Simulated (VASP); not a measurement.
InSb: relaxation of cell and atoms with PBE

InSb:

```
In Sb
1.0
     4.09226    0.00000    0.00000
     0.00000    4.09226    0.00000
     0.00000    0.00000    8.10989
In Sb
2 2
Direct
  0.50000 0.00000 0.99400
  0.00000 0.50000 0.00600
  0.50000 0.50000 0.50000
  0.00000 0.00000 0.50000
```

```
Program                : VASP 6.6.1
Task                   : relaxation of cell and atoms
Functional             : PBE
Potentials or basis    : VASP PAW PBE potentials, release 64 (In_d, Sb)
Cutoff                 : 600 eV
k mesh                 : 4 × 4 × 2
Occupations            : gaussian, width 0.1 eV
Spin                   : no spin polarisation
Dipole correction      : no
Further INCAR settings : ALGO = Normal; EDIFF = 1e-06; IBRION = 2; EDIFFG = -0.04; NSW = 90; ISIF = 3
```

- Relaxed volume: 27.58 Å³/atom
- Relaxed cell: a = 4.561 Å, b = 4.561 Å, c = 5.303 Å, α = 90.00°, β = 90.00°, γ = 90.00°
- Space group after relaxing (to 0.05 Å): P4/nmm (No. 129)
- Energy gained by relaxing: 388.9 meV/atom
- Ionic steps: 18
- Pressure after relaxing: 0.0 GPa
- Largest force after relaxing: 0.007 eV/Å
- Band gap on the k mesh: zero (band 18 reaches 8.29 eV, above the bottom of band 19 at 6.47 eV)

Forces in eV/Å, atoms in the order of the input:
```
In   0.000  0.000  0.007
In   0.000  0.000 -0.007
Sb   0.000  0.000  0.000
Sb   0.000  0.000  0.000
```

Stress tensor (GPa, compression positive):
```
 0.11  0.00  0.00
 0.00  0.11  0.00
 0.00  0.00 -0.11
```

Step by step:
```csv
step,energy change (eV),largest force (eV/Å),pressure (GPa),volume (Å³)
1,0.0000,0.0920,3.00,135.81
2,-0.3285,0.0675,-2.31,148.17
3,-0.3283,0.0697,-2.24,147.74
4,-0.5386,0.0770,-2.18,140.33
5,-1.1206,0.1042,-0.22,117.44
6,5.0265,0.4431,70.62,68.68
7,-1.3123,0.0269,0.75,110.67
8,-0.2370,0.1055,15.81,90.05
9,-1.4409,0.0008,2.22,106.41
10,-1.4118,0.0392,5.32,100.94
11,-1.4671,0.0153,3.24,104.22
12,-1.4441,0.0414,3.58,104.04
13,-1.4979,0.0249,3.20,104.20
14,-1.5488,0.0119,1.02,108.21
15,-1.5543,0.0035,-0.33,111.21
16,-1.5552,0.0067,-0.03,110.45
17,-1.5552,0.0074,0.02,110.32
18,-1.5556,0.0067,0.03,110.33
```

Final structure:
```cif
data_structure
_symmetry_space_group_name_H-M 'P 1'
_symmetry_Int_Tables_number 1
_cell_length_a 4.5614
_cell_length_b 4.5614
_cell_length_c 5.3027
_cell_angle_alpha 90.000
_cell_angle_beta 90.000
_cell_angle_gamma 90.000
_cell_volume 110.33
loop_
_atom_site_label
_atom_site_type_symbol
_atom_site_fract_x
_atom_site_fract_y
_atom_site_fract_z
_atom_site_occupancy
In1 In 0.50000 0.00000 0.99316 1
In2 In 0.00000 0.50000 0.00684 1
Sb1 Sb 0.50000 0.50000 0.50000 1
Sb2 Sb 0.00000 0.00000 0.50000 1
```

Levels at points of the mesh, in eV from the Fermi level:
```
           k point  band 14  band 15  band 16  band 17  band 18  band 19  band 20  band 21  band 22
(0.00, 0.00, 0.00)    -4.12    -3.26    -3.26    -1.51     0.90     1.75     1.75     2.92     2.92
(0.50, 0.00, 0.00)    -4.23    -2.15    -2.15    -1.22    -1.22    -0.31    -0.31     4.02     4.02
(0.50, 0.50, 0.00)    -6.02    -1.41    -1.41    -1.00    -1.00    -0.92    -0.92     0.80     0.80
(0.00, 0.00, 0.50)    -2.62    -2.62    -1.00    -0.13    -0.13     0.09     1.20     1.36     2.38
(0.50, 0.00, 0.50)    -6.09    -0.82    -0.82    -0.68    -0.68     0.78     0.78     2.07     2.07
(0.50, 0.50, 0.50)    -4.94    -4.36    -4.36    -3.83    -3.83     3.77     3.77     5.24     5.24
```

It took 11 min on 1 thread of Intel(R) Xeon(R) Platinum 8259CL CPU @ 2.50GHz (Skylake/Cascade Lake), with other jobs on the host, peak memory 0.33 GiB.

Caveat: the k points lie up to 0.59 Å⁻¹ apart in the final cell; the volume moved by over 15 % at a fixed basis, so the end points are rough; spin-orbit coupling is left out, which moves the levels of the heavy elements.
